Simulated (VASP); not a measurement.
# Mg9O8 (a cell with a defect) in VASP: single point with PBE

Aim: the single point of Mg9O8 (a cell with a defect) with PBE.

Program: VASP 6.6.1. These are calculated values, not measurements. Logs are shortened: lines on timing, memory, paths and dates and some standing lists are left out, and cuts for length are marked.

## Step 1: The cell of the first run

The cell holds a defect, 17 atoms: a = 6.211 Å, b = 6.211 Å, c = 6.211 Å, α = 60.00°, β = 60.00°, γ = 60.00°.

## Step 2: Single point, PBE

Contents of INCAR:

```
PREC = Accurate
ENCUT = 520
EDIFF = 1E-7
ISMEAR = 0
SIGMA = 0.05
LREAL = Auto
LASPH = T
NELM = 80
ALGO = Normal
ISIF = 2
LWAVE = F
LCHARG = F
GGA = PE
NBANDS = 47
```

Contents of KPOINTS:

```
regular mesh
0
Gamma
  2 2 2
```

Contents of POSCAR:

```
Mg9O8
1.0
    0.0000000000      4.3915000000      4.3915000000
    4.3915000000      0.0000000000      4.3915000000
    4.3915000000      4.3915000000      0.0000000000
Mg O
9 8
Direct
    0.0006678811      0.0022108619      0.0089390869
    0.0035688261      0.0034253672      0.5073092337
    0.0388812479      0.4882067631     -0.0092355687
    0.0007891381      0.5052702949      0.5050806103
    0.4869283844      0.0361106683     -0.0084098827
    0.5048771490      0.0014862803      0.5048589320
    0.4600927929      0.4583721963     -0.0383043379
    0.4866034385      0.4868746442      0.5414988045
    0.6025402482      0.5977635204      0.1043539793
    0.2417728567      0.2409979506      0.2585964932
    0.2500077422      0.2506007059      0.7548131618
    0.2372280542      0.7724456336      0.2752084709
    0.2419300922      0.7557306160      0.7444185358
    0.7717506547      0.2326439713      0.2779287259
    0.7546613913      0.2405933052      0.7447319822
    0.7408763520      0.7394779688      0.2432500285
    0.7710787886      0.7733438461      0.7392302175
```

Potentials or basis: VASP PAW PBE potentials, release 64 (Mg, O).

On the command line:

```sh
> cat potpaw_PBE.64/Mg/POTCAR potpaw_PBE.64/O/POTCAR > POTCAR
> mpirun -np 1 vasp_std > vasp.out
```

OUTCAR:

```text
PREC = Accurate
   ENCUT = 520
   EDIFF = 1E-7
   ISMEAR = 0
   LREAL = Auto
   LASPH = T
   NELM = 80
   ISIF = 2
   GGA = PE

 ion  position               nearest neighbor table
   1  0.001  0.002  0.009-  11 2.19  14 2.20  12 2.21  15 2.24  13 2.25  16 2.30   5 3.08   6 3.08
                             4 3.08   3 3.09   2 3.10   2 3.11   4 3.13   6 3.13   3 3.14   5 3.14
   2  0.004  0.003  0.507-  14 2.03  17 2.03  12 2.03  15 2.09  13 2.09  10 2.09   6 3.10   4 3.10
                             1 3.10   3 3.11   5 3.11   1 3.11   8 3.11   4 3.11   6 3.11   8 3.11
   3  0.039  0.488  0.991-  13 2.08  10 2.08  11 2.09  16 2.23   9 2.24  17 2.29  14 2.30   7 2.45
                             8 2.79   5 2.80   1 3.09   4 3.09   2 3.11   2 3.11   4 3.13   1 3.14
   4  0.001  0.505  0.505-  11 2.19  17 2.21  12 2.22  10 2.25  15 2.25  16 2.30   8 3.08   6 3.08
                             1 3.08   3 3.09   2 3.10   2 3.11   1 3.13   6 3.13   3 3.13   8 3.14
   5  0.487  0.036  0.992-  10 2.08  15 2.08  11 2.08  16 2.24   9 2.25  12 2.26  17 2.27   7 2.46
                             3 2.80   8 2.80   1 3.08   6 3.08   2 3.11   2 3.11   6 3.14   1 3.14
   6  0.505  0.001  0.505-  11 2.19  14 2.19  17 2.20  13 2.24  10 2.24  16 2.31   8 3.08   1 3.08
                             5 3.08   4 3.08   2 3.10   2 3.11   4 3.13   1 3.13   5 3.14   8 3.14
   7  0.460  0.458  0.962-  15 1.97  13 1.98  10 1.98   9 2.15   3 2.45   8 2.45   5 2.46  17 2.81
                            14 2.81   1 3.17   4 3.17   6 3.18   6 3.18   4 3.18   1 3.19
   8  0.487  0.487  0.541-  15 2.08  11 2.08  13 2.08  16 2.24   9 2.24  12 2.27  14 2.28   7 2.45
                             3 2.79   5 2.80   6 3.08   4 3.08   2 3.11   2 3.11   4 3.14   6 3.14
   9  0.603  0.598  0.104-  14 1.93  17 1.93  12 1.93  16 2.12   7 2.15   3 2.24   8 2.24   5 2.25
                             1 3.42   6 3.43   4 3.44   4 3.45   6 3.45   1 3.46
  10  0.242  0.241  0.259-   7 1.98   3 2.08   5 2.08   2 2.09   6 2.24   4 2.25
  11  0.250  0.251  0.755-   8 2.08   5 2.08   3 2.09   1 2.19   4 2.19   6 2.19
  12  0.237  0.772  0.275-   9 1.93   2 2.03   1 2.21   4 2.22   5 2.26   8 2.27
  13  0.242  0.756  0.744-   7 1.98   3 2.08   8 2.08   2 2.09   6 2.24   1 2.25
  14  0.772  0.233  0.278-   9 1.93   2 2.03   6 2.19   1 2.20   8 2.28   3 2.30   7 2.81
  15  0.755  0.241  0.745-   7 1.97   8 2.08   5 2.08   2 2.09   1 2.24   4 2.25
  16  0.741  0.739  0.243-   9 2.12   3 2.23   5 2.24   8 2.24   4 2.30   1 2.30   6 2.31
  17  0.771  0.773  0.739-   9 1.93   2 2.03   6 2.20   4 2.21   5 2.27   3 2.29   7 2.81

  LATTYP: Found a face centered cubic cell.
 ALAT       =     8.7830000000

  Lattice vectors:

 A1 = (   0.0000000000,   4.3915000000,   4.3915000000)
 A2 = (   4.3915000000,   0.0000000000,   4.3915000000)
 A3 = (   4.3915000000,   4.3915000000,   0.0000000000)

Analysis of symmetry for initial positions (statically):
=====================================================================
 Subroutine PRICEL returns:
 Original cell was already a primitive cell.

 Routine SETGRP: Setting up the symmetry group for a
 face centered cubic supercell.

 Subroutine GETGRP returns: Found  1 space group operations
 (whereof  1 operations were pure point group operations)
 out of a pool of 48 trial point group operations.

The static configuration has the point symmetry C_1 .

Analysis of symmetry for dynamics (positions and initial velocities):
=====================================================================
 Subroutine PRICEL returns:
 Original cell was already a primitive cell.

 Routine SETGRP: Setting up the symmetry group for a
 face centered cubic supercell.

 Subroutine GETGRP returns: Found  1 space group operations
 (whereof  1 operations were pure point group operations)
 out of a pool of 48 trial point group operations.

The dynamic configuration has the point symmetry C_1 .

 Subroutine INISYM returns: Found  1 space group operations
 (whereof  1 operations are pure point group operations),
 and found     1 'primitive' translations

----------------------------------------------------------------------------------------

                                     Primitive cell

  volume of cell :     169.3825

  direct lattice vectors                    reciprocal lattice vectors
     0.000000000  4.391500000  4.391500000    -0.113856313  0.113856313  0.113856313
     4.391500000  0.000000000  4.391500000     0.113856313 -0.113856313  0.113856313
     4.391500000  4.391500000  0.000000000     0.113856313  0.113856313 -0.113856313

  length of vectors
     6.210518859  6.210518859  6.210518859     0.197204919  0.197204919  0.197204919

  position of ions in fractional coordinates (direct lattice)
     0.000667881  0.002210862  0.008939087
     0.003568826  0.003425367  0.507309234
     0.038881248  0.488206763  0.990764431
     0.000789138  0.505270295  0.505080610
     0.486928384  0.036110668  0.991590117
     0.504877149  0.001486280  0.504858932
[... 9 lines left out ...]
     0.740876352  0.739477969  0.243250029
     0.771078789  0.773343846  0.739230218

  ion indices of the primitive-cell ions
   primitive index   ion index
                 1           1
                 2           2
                 3           3
                 4           4
                 5           5
                 6           6
[... 9 lines left out ...]
                16          16
                17          17

----------------------------------------------------------------------------------------

 KPOINTS: regular mesh

Automatic generation of k-mesh.
 Grid dimensions read from file:
 generate k-points for:    2    2    2

 Generating k-lattice:

  Cartesian coordinates                     Fractional coordinates (reciprocal lattice)
    -0.056928157  0.056928157  0.056928157     0.500000000  0.000000000  0.000000000
     0.056928157 -0.056928157  0.056928157     0.000000000  0.500000000  0.000000000
     0.056928157  0.056928157 -0.056928157     0.000000000  0.000000000  0.500000000

  Length of vectors
     0.098602460  0.098602460  0.098602460

  Shift w.r.t. Gamma in fractional coordinates (k-lattice)
     0.000000000  0.000000000  0.000000000

 Subroutine IBZKPT returns following result:
 ===========================================

 Found      8 irreducible k-points:

 Following reciprocal coordinates:
            Coordinates               Weight
  0.000000  0.000000  0.000000      1.000000
  0.500000  0.000000  0.000000      1.000000
  0.000000  0.500000  0.000000      1.000000
  0.000000  0.000000  0.500000      1.000000
  0.500000  0.500000  0.500000      1.000000
  0.500000  0.500000  0.000000      1.000000
  0.000000  0.500000  0.500000      1.000000
  0.500000  0.000000  0.500000      1.000000
   k-points           NKPTS =      8   k-points in BZ     NKDIM =      8   number of bands    NBANDS=     47
   number of dos      NEDOS =    301   number of ions     NIONS =     17
   total plane-waves  NPLWV = 110592
   dimension x,y,z NGX =    48 NGY =   48 NGZ =   48
   dimension x,y,z NGXF=    96 NGYF=   96 NGZF=   96
   ions per type =               9   8
   NGX,Y,Z   is equivalent  to a cutoff of  12.85, 12.85, 12.85 a.u.
   NGXF,Y,Z  is equivalent  to a cutoff of  25.70, 25.70, 25.70 a.u.
 SYSTEM =  unknown system
   PREC   = accura    normal or accurate (medium, high low for compatibility)
   ISTART =      0    job   : 0-new  1-cont  2-samecut
   ICHARG =      2    charge: 1-file 2-atom 10-const
   ISPIN  =      1    spin polarized calculation?
   LNONCOLLINEAR =      F non collinear calculations
   LSORBIT =      F    spin-orbit coupling
   LASPH  =      T    aspherical Exc in radial PAW
   ENCUT  =  520.0 eV  38.22 Ry    6.18 a.u.  11.55 11.55 11.55*2*pi/ulx,y,z
   NELM   =     80;   NELMIN=  2; NELMDL= -5     # of ELM steps
   EDIFF  = 0.1E-06   stopping-criterion for ELM
   LREAL  =      T    real-space projection
   EDIFFG = 0.1E-05   stopping-criterion for IOM
   NSW    =      0    number of steps for IOM
   IBRION =     -1    ionic relax: 0-MD 1-quasi-New 2-CG
   NFREE  =      0    steps in history (QN), initial steepest desc. (CG)
   ISIF   =      2    stress and relaxation
   ISYM   =      2    0-nonsym 1-usesym 2-fastsym
   POTIM  = 0.5000    time-step for ionic-motion
   TEBEG  =    0.0;   TEEND  =   0.0 temperature during run
   PSTRESS=    0.0 pullay stress
   NELECT =      66.0000    total number of electrons
   NUPDOWN=      -1.0000    fix difference up-down
   EMIN   =  10.00;   EMAX   =-10.00  energy-range for DOS
   EFERMI =   0.00;   METHOD = LEGACY
   ISMEAR =     0;   SIGMA  =   0.05  broadening in eV -4-tet -1-fermi 0-gaus
   EFERMI_NEDOS =   21; number of points for ismear=-14 and -15
   IALGO  =     38    algorithm
   IMIX   =      4    mixing-type and parameters
     AMIX     =   0.40;   BMIX     =  1.00
     AMIX_MAG =   1.60;   BMIX_MAG =  1.00
  volume/ion in A,a.u.               =       9.96        67.24
  Fermi-wavevector in a.u.,A,eV,Ry     =   1.195730  2.259603 19.453217  1.429771
  Thomas-Fermi vector in A             =   2.331688
   LORBIT       =      0    0 simple, 1 ext, 2 COOP (PROOUT), +10 PAW based schemes
   GGA     = PE    functional components
   LHFCALC =     F    Hartree Fock is set to
   AEXX    =    0.0000 exact exchange contribution
   IVDW    =     0    specifies the selected vdW correction
   LEPSILON=     F    determine dielectric tensor
   LRPA    =     F    only Hartree local field effects (RPA)
 non-spin polarized calculation
 Gauss-broadening in eV      SIGMA  =   0.05
  energy-cutoff  :      520.00
  volume of cell :      169.38
 maximum number of plane-waves:      4573
 NGX is ok and might be reduce to    48
   NGX = 23   NGY = 23   NGZ = 23

 number of electron      65.9999997 magnetization

 Free energy of the ion-electron system (eV)
  ---------------------------------------------------
  ext. energy  EPLUGINS =         0.00000000
  ---------------------------------------------------
  free energy    TOTEN  =       -85.39476511 eV

  energy without entropy =      -85.38055567  energy(sigma->0) =      -85.38766039

 E-fermi :   8.3446     XC(G=0): -10.8381

 val. band max:        8.3141147181   @ k =   0.5000   0.0000   0.5000
 cond. band min:       8.3651511105   @ k =   0.5000   0.0000   0.0000
 fundamental gap:      0.0510363924
 Fermi energy:         8.3446068334

 k-point     1 :       0.0000    0.0000    0.0000
  band No.  band energies     occupation
      1     -14.1223      2.00000
      2     -13.2450      2.00000
      3     -13.1056      2.00000
      4     -13.0950      2.00000
      5     -13.0440      2.00000
      6     -12.8246      2.00000
[... 37 lines left out ...]
     44      13.5160      0.00000
     45      13.9071      0.00000

 k-point     2 :       0.5000    0.0000    0.0000
  band No.  band energies     occupation
      1     -13.7314      2.00000
      2     -13.5822      2.00000
      3     -13.1733      2.00000
      4     -13.0873      2.00000
      5     -13.0398      2.00000
      6     -12.8546      2.00000
[... 37 lines left out ...]
     44      13.1903      0.00000
     45      13.4405      0.00000

 k-point     3 :       0.0000    0.5000    0.0000
  band No.  band energies     occupation
      1     -13.7282      2.00000
      2     -13.5875      2.00000
      3     -13.1683      2.00000
      4     -13.0790      2.00000
      5     -13.0499      2.00000
      6     -12.8535      2.00000
[... 229 lines left out ...]
     44      13.2018      0.00000
     45      13.4336      0.00000

 k-point     8 :       0.5000    0.0000    0.5000
  band No.  band energies     occupation
      1     -13.6018      2.00000
      2     -13.5286      2.00000
      3     -13.2609      2.00000
      4     -13.1266      2.00000
      5     -13.0884      2.00000
      6     -12.9413      2.00000
[... 37 lines left out ...]
     44      13.1871      0.00000
     45      13.4400      0.00000
 [bands above 45 left out]

------------------------ aborting loop because EDIFF is reached ----------------------------------------

  FORCE on cell =-STRESS in cart. coord.  units (eV):
  Direction    XX          YY          ZZ          XY          YZ          ZX
  --------------------------------------------------------------------------------------
  -------------------------------------------------------------------------------------
  Total       17.0550790     17.2981504     17.1510680      3.4784361      3.3560582      3.3668370
  in kB      161.3227663    163.6219609    162.2307197     32.9022772     31.7447137     31.8466689
  external PRESSURE =     162.3918156 kB  Pullay stress =       0.0000000 kB

 VOLUME and BASIS-vectors are now :
 -----------------------------------------------------------------------------
  energy-cutoff  :      520.00
  volume of cell :      169.38
      direct lattice vectors                 reciprocal lattice vectors
     0.000000000  4.391500000  4.391500000    -0.113856313  0.113856313  0.113856313
     4.391500000  0.000000000  4.391500000     0.113856313 -0.113856313  0.113856313
     4.391500000  4.391500000  0.000000000     0.113856313  0.113856313 -0.113856313

 POSITION                                       TOTAL-FORCE (eV/Angst)
 -----------------------------------------------------------------------------------
      0.04897      0.04219      0.01264         0.016568      0.022521      0.020545
      2.24289      2.24352      0.03071         0.013911      0.025493      0.018364
      6.49490      4.52169      2.31471         0.035072     -0.039877     -0.040794
      4.43696      2.22153      2.22236         0.020654      0.029309      0.023663
      4.51315      6.49291      2.29693        -0.019333      0.023727     -0.015596
      2.22361      4.43426      2.22369         0.022471      0.023575      0.019605
[... 9 lines left out ...]
      4.31565      4.32179      6.50098        -0.069466     -0.044617     -0.075246
      6.64247      6.63252      6.78233         0.017925      0.044604      0.116160
 -----------------------------------------------------------------------------------
    total drift:                                0.005176      0.007438      0.002867

  FREE ENERGIE OF THE ION-ELECTRON SYSTEM (eV)
  ---------------------------------------------------
  free  energy   TOTEN  =       -85.3947651116 eV

  energy  without entropy=      -85.3805556728  energy(sigma->0) =      -85.38766039
```

Wall time 80 s (1 thread of Intel Xeon 6975P-C (Granite Rapids), shared host); peak memory 0.32 GiB.

Results:

| Property | Result |
| --- | --- |
| Free energy | -85.3948 eV |
| Pressure | 16.2 GPa |
| Largest force | 0.183 eV/Å |
| Band gap on the k mesh | 0.05 eV |

Forces in eV/Å, atoms in the order of the input:
```
Mg   0.017  0.023  0.021
Mg   0.014  0.025  0.018
Mg   0.035 -0.040 -0.041
Mg   0.021  0.029  0.024
Mg  -0.019  0.024 -0.016
Mg   0.022  0.024  0.020
Mg  -0.063 -0.061 -0.073
Mg  -0.026 -0.027  0.037
Mg  -0.091 -0.124 -0.100
O   -0.010 -0.018 -0.021
O    0.032  0.030  0.041
O    0.110  0.034  0.021
O   -0.018 -0.006 -0.018
O    0.045  0.099  0.057
O   -0.017 -0.012 -0.010
O   -0.069 -0.045 -0.075
O    0.018  0.045  0.116
```

Stress tensor (GPa, compression positive):
```
16.13  3.29  3.18
 3.29 16.36  3.17
 3.18  3.17 16.22
```

Caveat: the k points lie up to 0.62 Å⁻¹ apart.
